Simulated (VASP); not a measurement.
Wanted: the native input for a VASP 6.6.1 run.

| Quantity | Value |
| --- | --- |
| Task | single point |
| Functional | revPBE |
| Potentials or basis | VASP PAW PBE potentials, release 64 (Zn) |
| Cutoff | 520 eV |
| k mesh | 9 × 9 × 13 |
| Occupations | fermi-dirac, width 0.1 eV |
| Spin | no spin polarisation |
| Dipole correction | no |
| Further INCAR settings | ALGO = Normal; EDIFF = 1e-06; NBANDS = 25 |

The structure of Zn lies in POSCAR:

```
Zn
1.0
    4.6560116749      0.0000000000      0.0000000000
   -2.3280058374      4.0322243908      0.0000000000
    0.0000000000      0.0000000000      2.7851008924
Zn
3
Direct
    0.0000000000      0.0000000000      1.0000000000
    0.3333333333      0.6666666667      0.5000000000
    0.6666666667      0.3333333333      0.5000000000
```

This cell differs from its parent crystal: volume scaled by 1.08.

These files were run (other wordings do the same):

INCAR

```
SYSTEM = Zn
PREC = Accurate
ENCUT = 520
EDIFF = 1E-6
ISMEAR = -1
SIGMA = 0.1
LREAL = .FALSE.
LASPH = .TRUE.
NELM = 100
ALGO = Normal
ISIF = 2
LWAVE = .FALSE.
LCHARG = .TRUE.
GGA = RE
LELF = .TRUE.
LVHAR = .TRUE.
NBANDS = 25
```

KPOINTS

```
Automatic mesh
0
G
  9 9 13
  0 0 0
```

Potentials or basis: VASP PAW PBE potentials, release 64 (Zn).

Launch:

```bash
$ cat potpaw_PBE.64/Zn/POTCAR > POTCAR
$ mpirun -np 1 vasp_std > vasp.out
```

Results of the run:

```yaml
Pressure: -3.3 GPa
Band_gap_on_the_k_mesh: zero (band 18 reaches 6.18 eV, above the bottom of band 19 at 1.09 eV)
```

Caveat: the PAW data sets were made with another functional, which shifts forces and pressure a little.

Run time: 51 s on 1 thread of Intel(R) Xeon(R) 6975P-C (Granite Rapids), on a shared host, peak memory 0.22 GiB.
